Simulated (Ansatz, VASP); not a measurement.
One calculation of CoSi, two programs

```
CELL_PARAMETERS angstrom
0.00000 2.28502 2.28502
2.28502 0.00000 2.28502
2.28502 2.28502 0.00000
ATOMIC_POSITIONS crystal
Co 0.00000 0.00000 0.00000
Si 0.50000 0.50000 0.50000
```

Change from the starting cell: volume scaled by 1, PAW files.

Alike in both runs: task single point; functional LDA; k mesh 14 × 14 × 14; occupations fermi-dirac, width 0.1 eV; no spin polarisation.

|  | VASP | Ansatz |
| --- | --- | --- |
| version | VASP 6.6.1 | Ansatz 0.2.0 |
| potentials or method | VASP PAW LDA potentials, release 64 (Co, Si) | PAW with Ansatz's default frozen-core files, scalar-relativistic |
| plane-wave cutoff (eV) | 520 | 420 |
| valence electrons in the cell | 13 | 21 |

|  | VASP | Ansatz | Ansatz less VASP |
| --- | --- | --- | --- |
| pressure (GPa) | 0.4 | 0.0 | -0.38 |

LDA's correlation is that of Perdew and Zunger in VASP and of Perdew and Wang (1992) in Ansatz. VASP's potentials hold 13 valence electrons a cell and Ansatz's 21, so a difference there can come from the potentials and not from the codes.
